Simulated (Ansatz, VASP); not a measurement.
# Two plane-wave programs on ZnS

```xyz
4
Lattice="3.8071 0.0000 0.0000 -1.9036 3.2971 0.0000 0.0000 0.0000 6.2478" Properties=species:S:1:pos:R:3 pbc="T T T"
Zn    0.0000    2.1981    0.0337
Zn    1.9036    1.0990    3.1576
S     0.0000    2.1981    2.3717
S     1.9036    1.0990    5.4956
```

Alike in both runs: functional r2SCAN; k mesh 12 × 12 × 4; occupations fermi-dirac, width 0.02 eV; no spin polarisation.

Ansatz relaxed the structure, and its values are those at the end. VASP's run is a single point on that final structure, the one shown.

|  | VASP | Ansatz |
| --- | --- | --- |
| version | VASP 6.6.1 | Ansatz 0.2.0 |
| potentials or method | VASP PAW PBE potentials, release 64 (Zn, S), cutoff 520 eV | PAW plane waves |
| valence electrons in the cell | 36 | 36 |

```tsv
	VASP	Ansatz	Ansatz less VASP
gap on the k mesh at the Fermi level (eV)	2.78	2.77	-0.012
pressure (GPa)	0.0	0.0	-0.01
```

VASP's potentials were made for PBE, not for r2SCAN. With one functional, cell and mesh, what is left measures potentials, basis and numerics.
